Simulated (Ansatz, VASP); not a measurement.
**GaSbTe2S in VASP and in Ansatz**

```xyz
5
Lattice="3.3932 0.0000 0.0000 0.0000 4.1963 0.0000 0.0000 0.0000 11.5095" Properties=species:S:1:pos:R:3 pbc="T T T"
Ga    0.0000    2.0982    0.0000
Sb    0.0000    2.0982    5.7548
Te    0.0000    2.0982    2.6712
Te    0.0000    2.0982    8.8383
S     1.6966    0.0000    5.7548
```

Alike in both runs: functional PBE; k mesh 10 × 10 × 4; occupations gaussian, width 0.1 eV; no spin polarisation.

Ansatz relaxed the structure, and its values are those at the end. VASP's run is a single point on that final structure, the one shown.

|  | VASP | Ansatz |
| --- | --- | --- |
| version | VASP 6.6.1 | Ansatz 0.2.0 |
| potentials or method | VASP PAW PBE potentials, release 64 (Ga_d, Sb, Te, S), cutoff 520 eV | scalar-relativistic, plane waves, PAW |
| valence electrons in the cell | 36 | 66 |

Ansatz gave:

```
gap on the k mesh at the Fermi level (eV) : none
pressure (GPa)                            : 0.0
rms of the force components (eV/Å)        : 0.001
```

**Question.** What did VASP give for the same quantities?

**Answer.** gap on the k mesh at the Fermi level (eV): none; pressure (GPa): -0.1; rms of the force components (eV/Å): 0.004.

A gap of «none» marks a metal or a gap that the smearing closes. VASP's potentials hold 36 valence electrons a cell and Ansatz's 66, so a difference there can come from the potentials and not from the codes.

Spin-orbit coupling is off throughout.
